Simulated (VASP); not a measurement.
Runs of VASP 6.6.1 on Si. The structure is that of space group P6_3/mmc (No. 194), or close to it. The cells are those of the table. 

```csv
task,cell,cutoff (eV),gap on the mesh (eV),pressure (GPa)
relaxation of cell and atoms,"relaxed to 40 GPa from a = 2.444, b = 2.444, c = 4.152 Å, angles 90.0, 90.0, 120.0°, 2 atoms",600,none,40.1
single point,"a = 2.690, b = 2.690, c = 4.571 Å, angles 90.0, 90.0, 120.0°, 2 atoms",520,none,0.0
relaxation of cell and atoms,"relaxed to 30 GPa from a = 2.444, b = 2.444, c = 4.152 Å, angles 90.0, 90.0, 120.0°, 2 atoms",600,none,30.0
single point,"a = 2.513, b = 2.513, c = 4.246 Å, angles 90.0, 90.0, 120.0°, 2 atoms",520,none,29.9
relaxation of cell and atoms,"relaxed from a = 2.444, b = 2.444, c = 4.152 Å, angles 90.0, 90.0, 120.0°, 2 atoms",600,none,0.0
single point,"a = 2.557, b = 2.557, c = 4.315 Å, angles 90.0, 90.0, 120.0°, 2 atoms",520,none,(a)
single point,"a = 2.613, b = 2.613, c = 4.417 Å, angles 90.0, 90.0, 120.0°, 2 atoms",520,none,9.9
relaxation of cell and atoms,"relaxed to 10 GPa from a = 2.444, b = 2.444, c = 4.152 Å, angles 90.0, 90.0, 120.0°, 2 atoms",600,none,9.9
relaxation of cell and atoms,"relaxed to 20 GPa from a = 2.444, b = 2.444, c = 4.152 Å, angles 90.0, 90.0, 120.0°, 2 atoms",600,none,20.0
single point,"a = 2.475, b = 2.475, c = 4.193 Å, angles 90.0, 90.0, 120.0°, 2 atoms",520,none,39.8
```

Alike in all rows: level PBE; potentials or basis VASP PAW PBE potentials, release 64 (Si); no spin polarisation; k mesh 15 × 15 × 8; smearing gaussian 0.1 eV.

Q: Estimate the missing entries.

A: (a) 19.9.

Caveats: the cell is relaxed towards a set pressure, so the enthalpy falls and the energy may rise (some runs).

A gap of «none» marks levels without a gap at the run's occupations.
